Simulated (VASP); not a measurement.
SnSe2:

```
Sn Se
1.0
     3.81100    0.00000    0.00000
    -1.90550    3.30042    0.00000
     0.00000    0.00000    6.13600
Sn Se
1 2
Direct
  0.00000 0.00000 0.00000
  0.66667 0.33333 0.75100
  0.33333 0.66667 0.24900
```

| Property | Result |
| --- | --- |
| Program | VASP 6.6.1 |
| Task | relaxation of cell and atoms |
| Functional | RPBE |
| Potentials or basis | VASP PAW PBE potentials, release 64 (Sn_d, Se) |
| Cutoff | 600 eV |
| k mesh | 8 × 8 × 5 |
| Occupations | fermi-dirac, width 0.05 eV |
| Spin | no spin polarisation |

At the start: pressure 7.5 GPa; volume 25.73 Å³/atom.

Task: How do energy, volume and symmetry change on relaxing?

Result: Over 37 steps the energy falls by 94.0 meV/atom and the volume is 35.70 Å³/atom (+38.8 %); space group P-3m1 (No. 164, to 0.1 Å) before and after.

The path:
| step | energy change (eV) | largest force (eV/Å) | pressure (GPa) | volume (Å³) |
| --- | --- | --- | --- | --- |
| 1 | 0.0000 | 0.8473 | 7.46 | 77.18 |
| 2 | -0.0901 | 0.8478 | -3.44 | 91.34 |
| 3 | -0.1820 | 0.2455 | 0.15 | 84.89 |
| 4 | -0.1820 | 0.2272 | 0.27 | 84.73 |
| 5 | -0.1882 | 0.2092 | 0.23 | 85.23 |
| 6 | -0.2047 | 0.1510 | 0.16 | 86.73 |
| 7 | -0.2289 | 0.0250 | 0.14 | 89.76 |
| 8 | -0.2447 | 0.2688 | 0.44 | 95.90 |
| 9 | -0.2508 | 0.2193 | 0.26 | 96.71 |
| 10 | -0.2640 | 0.0767 | -0.23 | 99.11 |
| 11 | -0.2702 | 0.1888 | -1.01 | 103.90 |
| 12 | -0.2710 | 0.1110 | -0.79 | 102.52 |
| 13 | -0.2772 | 0.0920 | -0.42 | 102.51 |
| 14 | -0.2794 | 0.0722 | -0.06 | 102.47 |
| 15 | -0.2795 | 0.0702 | -0.02 | 102.47 |
| 16 | -0.2798 | 0.0378 | 0.06 | 102.42 |
| 17 | -0.2799 | 0.0125 | 0.12 | 102.38 |
| 18 | -0.2800 | 0.0058 | 0.14 | 102.37 |
| 19 | -0.2801 | 0.0101 | 0.04 | 102.67 |
| 20 | -0.2802 | 0.0124 | 0.01 | 102.81 |
| 21 | -0.2802 | 0.0124 | 0.00 | 102.83 |
| 22 | -0.2802 | 0.0151 | 0.00 | 102.91 |
| 23 | -0.2804 | 0.0227 | -0.03 | 103.15 |
| 24 | -0.2807 | 0.0377 | -0.08 | 103.64 |
| 25 | -0.2809 | 0.0667 | -0.16 | 104.60 |
| 26 | -0.2809 | 0.0656 | -0.16 | 104.62 |
| 27 | -0.2810 | 0.0630 | -0.15 | 104.68 |
| 28 | -0.2812 | 0.0570 | -0.11 | 104.78 |
| 29 | -0.2814 | 0.0450 | -0.06 | 105.00 |
| 30 | -0.2817 | 0.0201 | 0.06 | 105.44 |
| 31 | -0.2817 | 0.0120 | 0.10 | 105.58 |
| 32 | -0.2818 | 0.0093 | 0.09 | 105.79 |
| 33 | -0.2820 | 0.0005 | 0.06 | 106.43 |
| 34 | -0.2820 | 0.0179 | 0.00 | 107.71 |
| 35 | -0.2820 | 0.0096 | 0.03 | 107.10 |
| 36 | -0.2820 | 0.0089 | 0.04 | 107.04 |
| 37 | -0.2820 | 0.0019 | -0.01 | 107.11 |

Final structure:
```cif
data_structure
_symmetry_space_group_name_H-M 'P 1'
_symmetry_Int_Tables_number 1
_cell_length_a 3.9151
_cell_length_b 3.9151
_cell_length_c 8.0689
_cell_angle_alpha 90.000
_cell_angle_beta 90.000
_cell_angle_gamma 120.000
_cell_volume 107.11
loop_
_atom_site_label
_atom_site_type_symbol
_atom_site_fract_x
_atom_site_fract_y
_atom_site_fract_z
_atom_site_occupancy
Sn1 Sn 0.00000 0.00000 0.00000 1
Se1 Se 0.66667 0.33333 0.80203 1
Se2 Se 0.33333 0.66667 0.19797 1
```

Caveat: the volume moved by over 15 % at a fixed basis, so the end points are rough; the PAW data sets were made with another functional, which shifts forces and pressure a little; this functional lacks dispersion, which binds the layers, so the pressure and a relaxed spacing across them are unreliable.
